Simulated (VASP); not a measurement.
# Mn (Pm-3n) in VASP: relaxation of cell and atoms with PBEsol

Aim: the relaxation of cell and atoms of Mn with PBEsol.

All numbers are computed with VASP 6.6.1; they aren't measurements. Logs are shortened: lines on timing, memory, paths and dates and some standing lists are left out, and cuts for length are marked.

## Step 1: The cell of the first run

The structure is cubic, space group Pm-3n (No. 223). Conventional cell: a = 4.726 Å, b = 4.726 Å, c = 4.726 Å, α = 90.00°, β = 90.00°, γ = 90.00°. Mn (site symmetry m-3) has 12 Mn at 2.64 Å within 3.5 Å. Within 3.1 Å of Mn (site symmetry -4m2) lie 14 Mn at 2.36 to 2.89 Å.

## Step 2: Relaxation of cell and atoms, PBEsol, collinear spin, ferromagnetic start

The input, INCAR:

```
  PREC = Accurate
  ENCUT = 600
  EDIFF = 1E-7
  ISMEAR = 0
  SIGMA = 0.1
  LREAL = False
  LASPH = True
  NELM = 150
  ALGO = Normal
  ISIF = 3
  LWAVE = False
  LCHARG = False
  ISPIN = 2
  MAGMOM = 1.41 1.41 0.93 0.93 0.93 0.93 0.93 0.93
  LORBIT = 11
  LMAXMIX = 4
  GGA = PS
  IBRION = 2
  NSW = 90
  EDIFFG = -0.04
```

The input, KPOINTS:

```
regular mesh
0
Gamma
  4 4 4
```

The input, POSCAR:

```
Mn
1.0
    4.7264790206      0.0000000000      0.0000000000
    0.0000000000      4.7264790206      0.0000000000
    0.0000000000      0.0000000000      4.7264790206
Mn
8
Direct
    0.5000000000      0.5000000000      0.5000000000
    0.0000000000      0.0000000000      0.0000000000
    0.2500000000      0.0000000000      0.5000000000
    0.5000000000      0.2500000000      0.0000000000
    0.5000000000      0.7500000000      0.0000000000
    0.7500000000      0.0000000000      0.5000000000
    0.0000000000      0.5000000000      0.7500000000
    0.0000000000      0.5000000000      0.2500000000
```

Potentials or basis: VASP PAW PBE potentials, release 64 (Mn_pv).

The run is started by

```sh
$ cat potpaw_PBE.64/Mn_pv/POTCAR > POTCAR
$ mpirun -np 1 vasp_std > vasp.out
```

OUTCAR:

```text
PREC = Accurate
   ENCUT = 600
   EDIFF = 1E-7
   ISMEAR = 0
   LREAL = False
   LASPH = True
   NELM = 150
   ISIF = 3
   ISPIN = 2
   LORBIT = 11
   GGA = PS
   IBRION = 2
   NSW = 90
   EDIFFG = -0.04

 ion  position               nearest neighbor table
   1  0.500  0.500  0.500-   3 2.64   4 2.64   5 2.64   6 2.64   7 2.64   8 2.64   4 2.64   5 2.64
                             3 2.64   6 2.64   7 2.64   8 2.64
   2  0.000  0.000  0.000-   3 2.64   4 2.64   5 2.64   6 2.64   7 2.64   8 2.64   3 2.64   6 2.64
                             7 2.64   8 2.64   4 2.64   5 2.64
   3  0.250  0.000  0.500-   6 2.36   6 2.36   1 2.64   2 2.64   1 2.64   2 2.64   8 2.89   5 2.89
                             4 2.89   5 2.89   4 2.89   7 2.89   8 2.89   7 2.89
   4  0.500  0.250  0.000-   5 2.36   5 2.36   1 2.64   1 2.64   2 2.64   2 2.64   8 2.89   3 2.89
                             3 2.89   6 2.89   6 2.89   7 2.89   7 2.89   8 2.89
   5  0.500  0.750  0.000-   4 2.36   4 2.36   1 2.64   1 2.64   2 2.64   2 2.64   8 2.89   3 2.89
                             3 2.89   6 2.89   6 2.89   7 2.89   7 2.89   8 2.89
   6  0.750  0.000  0.500-   3 2.36   3 2.36   1 2.64   2 2.64   1 2.64   2 2.64   8 2.89   4 2.89
                             4 2.89   5 2.89   5 2.89   7 2.89   8 2.89   7 2.89
   7  0.000  0.500  0.750-   8 2.36   8 2.36   1 2.64   2 2.64   2 2.64   1 2.64   3 2.89   4 2.89
                             5 2.89   3 2.89   6 2.89   6 2.89   4 2.89   5 2.89
   8  0.000  0.500  0.250-   7 2.36   7 2.36   1 2.64   2 2.64   2 2.64   1 2.64   3 2.89   4 2.89
                             5 2.89   3 2.89   6 2.89   6 2.89   4 2.89   5 2.89

  LATTYP: Found a simple cubic cell.
 ALAT       =     4.7264790206

  Lattice vectors:

 A1 = (   4.7264790206,   0.0000000000,   0.0000000000)
 A2 = (   0.0000000000,   4.7264790206,   0.0000000000)
 A3 = (   0.0000000000,   0.0000000000,   4.7264790206)

Analysis of symmetry for initial positions (statically):
=====================================================================
 Subroutine PRICEL returns:
 Original cell was already a primitive cell.

 Routine SETGRP: Setting up the symmetry group for a
 simple cubic supercell.

 Subroutine GETGRP returns: Found 48 space group operations
 (whereof 24 operations were pure point group operations)
 out of a pool of 48 trial point group operations.

The static configuration has the point symmetry T_h .
 The point group associated with its full space group is O_h .

Analysis of symmetry for dynamics (positions and initial velocities):
=====================================================================
 Subroutine PRICEL returns:
 Original cell was already a primitive cell.

 Routine SETGRP: Setting up the symmetry group for a
 simple cubic supercell.

 Subroutine GETGRP returns: Found 48 space group operations
 (whereof 24 operations were pure point group operations)
 out of a pool of 48 trial point group operations.

The dynamic configuration has the point symmetry T_h .
 The point group associated with its full space group is O_h .

Analysis of structural, dynamic, and magnetic symmetry:
=====================================================================
 Subroutine PRICEL returns:
 Original cell was already a primitive cell.

 Routine SETGRP: Setting up the symmetry group for a
 simple cubic supercell.

 Subroutine GETGRP returns: Found 48 space group operations
 (whereof 24 operations were pure point group operations)
 out of a pool of 48 trial point group operations.

The overall configuration has the point symmetry T_h .
 The point group associated with its full space group is O_h .

 Subroutine INISYM returns: Found 48 space group operations
 (whereof 24 operations are pure point group operations),
 and found     1 'primitive' translations

----------------------------------------------------------------------------------------

                                     Primitive cell

  volume of cell :     105.5877

  direct lattice vectors                    reciprocal lattice vectors
     4.726479021  0.000000000  0.000000000     0.211573985  0.000000000  0.000000000
     0.000000000  4.726479021  0.000000000     0.000000000  0.211573985  0.000000000
     0.000000000  0.000000000  4.726479021     0.000000000  0.000000000  0.211573985

  length of vectors
     4.726479021  4.726479021  4.726479021     0.211573985  0.211573985  0.211573985

  position of ions in fractional coordinates (direct lattice)
     0.500000000  0.500000000  0.500000000
     0.000000000  0.000000000  0.000000000
     0.250000000  0.000000000  0.500000000
     0.500000000  0.250000000  0.000000000
     0.500000000  0.750000000  0.000000000
     0.750000000  0.000000000  0.500000000
     0.000000000  0.500000000  0.750000000
     0.000000000  0.500000000  0.250000000

  ion indices of the primitive-cell ions
   primitive index   ion index
                 1           1
                 2           2
                 3           3
                 4           4
                 5           5
                 6           6
                 7           7
[... 25 lines left out ...]

 Found     10 irreducible k-points:

 Following reciprocal coordinates:
            Coordinates               Weight
  0.000000  0.000000  0.000000      1.000000
  0.250000  0.000000  0.000000      6.000000
  0.500000  0.000000  0.000000      3.000000
  0.250000  0.250000  0.000000     12.000000
  0.500000  0.250000  0.000000     12.000000
  0.500000  0.500000  0.000000      3.000000
  0.250000  0.250000  0.250000      8.000000
  0.500000  0.250000  0.250000     12.000000
  0.500000  0.500000  0.250000      6.000000
  0.500000  0.500000  0.500000      1.000000
   k-points           NKPTS =     10   k-points in BZ     NKDIM =     10   number of bands    NBANDS=     66
   number of dos      NEDOS =    301   number of ions     NIONS =      8
   total plane-waves  NPLWV =  64000
   dimension x,y,z NGX =    40 NGY =   40 NGZ =   40
   dimension x,y,z NGXF=    80 NGYF=   80 NGZF=   80
   ions per type =               8
   NGX,Y,Z   is equivalent  to a cutoff of  14.07, 14.07, 14.07 a.u.
   NGXF,Y,Z  is equivalent  to a cutoff of  28.14, 28.14, 28.14 a.u.
 SYSTEM =  unknown system
   PREC   = accura    normal or accurate (medium, high low for compatibility)
   ISTART =      0    job   : 0-new  1-cont  2-samecut
   ICHARG =      2    charge: 1-file 2-atom 10-const
   ISPIN  =      2    spin polarized calculation?
   LNONCOLLINEAR =      F non collinear calculations
   LSORBIT =      F    spin-orbit coupling
   LASPH  =      T    aspherical Exc in radial PAW
   ENCUT  =  600.0 eV  44.10 Ry    6.64 a.u.   9.44  9.44  9.44*2*pi/ulx,y,z
   NELM   =    150;   NELMIN=  2; NELMDL= -5     # of ELM steps
   EDIFF  = 0.1E-06   stopping-criterion for ELM
   LREAL  =      F    real-space projection
   EDIFFG = -.4E-01   stopping-criterion for IOM
   NSW    =     90    number of steps for IOM
   IBRION =      2    ionic relax: 0-MD 1-quasi-New 2-CG
   NFREE  =      1    steps in history (QN), initial steepest desc. (CG)
   ISIF   =      3    stress and relaxation
   ISYM   =      2    0-nonsym 1-usesym 2-fastsym
   POTIM  = 0.5000    time-step for ionic-motion
   TEBEG  =    0.0;   TEEND  =   0.0 temperature during run
   PSTRESS=    0.0 pullay stress
   NELECT =     104.0000    total number of electrons
   NUPDOWN=      -1.0000    fix difference up-down
   EMIN   =  10.00;   EMAX   =-10.00  energy-range for DOS
   EFERMI =   0.00;   METHOD = LEGACY
   ISMEAR =     0;   SIGMA  =   0.10  broadening in eV -4-tet -1-fermi 0-gaus
   EFERMI_NEDOS =   21; number of points for ismear=-14 and -15
   IALGO  =     38    algorithm
   IMIX   =      4    mixing-type and parameters
     AMIX     =   0.40;   BMIX     =  1.00
     AMIX_MAG =   1.60;   BMIX_MAG =  1.00
  volume/ion in A,a.u.               =      13.20        89.07
  Fermi-wavevector in a.u.,A,eV,Ry     =   1.628852  3.078083 36.098404  2.653158
  Thomas-Fermi vector in A             =   2.721414
   LORBIT       =     11    0 simple, 1 ext, 2 COOP (PROOUT), +10 PAW based schemes
   GGA     = PS    functional components
   LHFCALC =     F    Hartree Fock is set to
   AEXX    =    0.0000 exact exchange contribution
   IVDW    =     0    specifies the selected vdW correction
   LEPSILON=     F    determine dielectric tensor
   LRPA    =     F    only Hartree local field effects (RPA)
 conjugate gradient relaxation of ions
 spin polarized calculation
 Gauss-broadening in eV      SIGMA  =   0.10
  energy-cutoff  :      600.00
  volume of cell :      105.59
 maximum number of plane-waves:      3575
 NGX is ok and might be reduce to    40
   NGX = 19   NGY = 19   NGZ = 19

--------------------------------------- Ionic step        1  -------------------------------------------

 number of electron     104.0000117 magnetization       7.7718424

 Free energy of the ion-electron system (eV)
  ---------------------------------------------------
  ext. energy  EPLUGINS =         0.00000000
  ---------------------------------------------------
  free energy    TOTEN  =       -74.30009491 eV

  energy without entropy =      -74.23734360  energy(sigma->0) =      -74.26871925

 E-fermi :   7.7423     XC(G=0): -12.9581

 val. band max:        7.7359940483   @ k =   0.5000   0.5000   0.2500
 cond. band min:       7.7445549035   @ k =   0.5000   0.2500   0.0000
 fundamental gap:      0.0085608552
 Fermi energy:         7.7423025347

 spin component 1

 k-point     1 :       0.0000    0.0000    0.0000
  band No.  band energies     occupation
      1     -40.8892      1.00000
      2     -40.8892      1.00000
      3     -40.8463      1.00000
      4     -40.7339      1.00000
      5     -40.7339      1.00000
      6     -40.7339      1.00000
[... 1332 lines left out ...]
     63       9.2398      0.00000
     64       9.2398      0.00000
 [bands above 64 left out]

------------------------ aborting loop because EDIFF is reached ----------------------------------------

  FORCE on cell =-STRESS in cart. coord.  units (eV):
  Direction    XX          YY          ZZ          XY          YZ          ZX
  --------------------------------------------------------------------------------------
  -------------------------------------------------------------------------------------
  Total      -25.4047486    -25.4047486    -25.4047486      0.0000000      0.0000000      0.0000000
  in kB     -385.4892577   -385.4892577   -385.4892577      0.0000000      0.0000000      0.0000000
  external PRESSURE =    -385.4892577 kB  Pullay stress =       0.0000000 kB
[... 159 lines left out ...]
--------------------------------------- Ionic step        5  -------------------------------------------

 number of electron     103.9999963 magnetization      -0.0005195

 Free energy of the ion-electron system (eV)
  ---------------------------------------------------
  ext. energy  EPLUGINS =         0.00000000
  ---------------------------------------------------
  free energy    TOTEN  =       -77.61237027 eV

  energy without entropy =      -77.52993878  energy(sigma->0) =      -77.57115452

 E-fermi :  10.9773     XC(G=0): -14.3728

 val. band max:       10.9483489427   @ k =   0.2500   0.2500   0.2500
 cond. band min:      10.9788079107   @ k =   0.2500   0.0000   0.0000
 fundamental gap:      0.0304589680
 Fermi energy:        10.9773124552

 spin component 1

 k-point     1 :       0.0000    0.0000    0.0000
  band No.  band energies     occupation
      1     -37.7636      1.00000
      2     -37.7636      1.00000
      3     -37.6588      1.00000
      4     -37.4663      1.00000
      5     -37.4663      1.00000
      6     -37.4663      1.00000
[... 1332 lines left out ...]
     63      13.2613      0.00000
     64      13.2613      0.00000
 [bands above 64 left out]

------------------------ aborting loop because EDIFF is reached ----------------------------------------

  FORCE on cell =-STRESS in cart. coord.  units (eV):
  Direction    XX          YY          ZZ          XY          YZ          ZX
  --------------------------------------------------------------------------------------
  -------------------------------------------------------------------------------------
  Total        0.0352246      0.0352246      0.0352246     -0.0000000      0.0000000      0.0000000
  in kB        0.6773731      0.6773731      0.6773731     -0.0000000      0.0000000      0.0000000
  external PRESSURE =       0.6773731 kB  Pullay stress =       0.0000000 kB
[... 23 lines left out ...]
  FREE ENERGIE OF THE ION-ELECTRON SYSTEM (eV)
  ---------------------------------------------------
  free  energy   TOTEN  =       -77.6123702684 eV

  energy  without entropy=      -77.5299387801  energy(sigma->0) =      -77.57115452

 reached required accuracy - stopping structural energy minimisation

 total charge

# of ion       s       p       d       tot
------------------------------------------
    1        0.449   6.455   5.189  12.093
    2        0.449   6.455   5.189  12.093
    3        0.436   6.434   5.198  12.068
    4        0.436   6.434   5.198  12.068
    5        0.436   6.434   5.198  12.068
    6        0.436   6.434   5.198  12.068
    7        0.436   6.434   5.198  12.068
    8        0.436   6.434   5.198  12.068
--------------------------------------------------
tot          3.511  51.517  41.566  96.594

 magnetization (x)

# of ion       s       p       d       tot
------------------------------------------
    1        0.000  -0.000  -0.000  -0.000
    2        0.000  -0.000  -0.000  -0.000
    3        0.000   0.000  -0.000  -0.000
    4        0.000   0.000  -0.000  -0.000
    5        0.000   0.000  -0.000  -0.000
    6        0.000   0.000  -0.000  -0.000
    7        0.000   0.000  -0.000  -0.000
    8        0.000   0.000  -0.000  -0.000
--------------------------------------------------
tot          0.000   0.000  -0.001  -0.001
```

Wall time 14 min (1 thread of Intel Xeon 6975P-C (Granite Rapids), shared host); peak memory 0.35 GiB.

Results:

* Free energy: -77.6124 eV
* Relaxed volume: 10.41 Å³/atom
* Relaxed cell: a = 4.368 Å, b = 4.368 Å, c = 4.368 Å, α = 90.00°, β = 90.00°, γ = 90.00°
* Space group after relaxing (to 0.05 Å): Pm-3n (No. 223)
* Energy gained by relaxing: 414.0 meV/atom
* Ionic steps: 5
* Pressure after relaxing: 0.1 GPa
* Band gap on the k mesh: zero (filled and empty bands overlap)
* Net moment: 0.00 μB per cell
* Valence electrons inside the program's atomic spheres: Mn 12.09, 12.07

Step by step:
```csv
step,energy change (eV),largest force (eV/Å),pressure (GPa),volume (Å³)
1,0.0000,0.0000,-38.55,105.59
2,3.5993,0.0000,146.27,64.11
3,-3.2844,0.0000,-5.57,84.90
4,-3.3096,0.0000,-1.80,83.81
5,-3.3123,0.0000,0.07,83.32
```

Final structure:
```
CELL_PARAMETERS angstrom
4.36760 0.00000 0.00000
0.00000 4.36760 0.00000
0.00000 0.00000 4.36760
ATOMIC_POSITIONS crystal
Mn 0.50000 0.50000 0.50000
Mn 0.00000 0.00000 0.00000
Mn 0.25000 0.00000 0.50000
Mn 0.50000 0.25000 0.00000
Mn 0.50000 0.75000 0.00000
Mn 0.75000 0.00000 0.50000
Mn 0.00000 0.50000 0.75000
Mn 0.00000 0.50000 0.25000
```

Levels at points of the mesh, in eV from the Fermi level:
Spin up:
```
           k point  band 49  band 50  band 51  band 52  band 53  band 54  band 55  band 56
(0.00, 0.00, 0.00)    -1.08     0.03     0.03     0.03     0.11     0.11     0.11     0.36
(0.50, 0.00, 0.00)    -0.43    -0.43    -0.37    -0.37    -0.17    -0.17     0.31     0.31
(0.50, 0.50, 0.00)    -0.68    -0.66    -0.50    -0.08     0.25     0.38     0.41     0.52
(0.50, 0.50, 0.50)    -0.04    -0.04    -0.04    -0.04    -0.04    -0.04     0.97     0.97
```
Spin down:
| k point | band 49 | band 50 | band 51 | band 52 | band 53 | band 54 | band 55 | band 56 |
| --- | --- | --- | --- | --- | --- | --- | --- | --- |
| (0.00, 0.00, 0.00) | -1.08 | 0.03 | 0.03 | 0.03 | 0.11 | 0.11 | 0.11 | 0.36 |
| (0.50, 0.00, 0.00) | -0.43 | -0.43 | -0.37 | -0.37 | -0.17 | -0.17 | 0.31 | 0.31 |
| (0.50, 0.50, 0.00) | -0.68 | -0.66 | -0.50 | -0.08 | 0.25 | 0.38 | 0.41 | 0.52 |
| (0.50, 0.50, 0.50) | -0.05 | -0.05 | -0.05 | -0.05 | -0.05 | -0.05 | 0.97 | 0.97 |

Caveat: the volume moved by over 15 % at a fixed basis, so the end points are rough; the PAW data sets were made with another functional, which shifts forces and pressure a little.
